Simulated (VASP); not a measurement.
Input of a VASP 6.6.1 run:

Contents of INCAR:

```
PREC = Accurate
ENCUT = 520
EDIFF = 1E-6
ISMEAR = 0
SIGMA = 0.15
LREAL = F
LASPH = T
NELM = 100
ALGO = Fast
ISIF = 2
LWAVE = F
LCHARG = T
GGA = PE
LELF = T
LVHAR = T
NBANDS = 13
```

File KPOINTS:

```
Automatic mesh
0
Gamma
  22 22 22
```

POSCAR

```
Mo
1.0
   -1.5710000000      1.5710000000      1.7084625000
    1.5710000000     -1.5710000000      1.7084625000
    1.5710000000      1.5710000000     -1.7084625000
Mo
1
Direct
    0.0000000000      0.0000000000      0.0000000000
```

Potentials or basis: VASP PAW PBE potentials, release 64 (Mo_sv).

Launch:

```bash
$ cat potpaw_PBE.64/Mo_sv/POTCAR > POTCAR
$ mpirun -np 1 vasp_std > vasp.out
```

**Question.** Predict the pressure.

**Answer.** -13.6 GPa.

**Question.** What does it give for the band gap on the k mesh?

**Answer.** Zero (band 7 reaches 14.81 eV, above the bottom of band 8 at 10.52 eV).

Stress tensor (GPa, compression positive):
```
 -7.26   0.00   0.00
  0.00  -7.26   0.00
  0.00   0.00 -26.42
```

Caveat: the cell differs from its parent crystal (strain +0.0875 x Voigt [0, 0, 1, 0, 0, 0]).
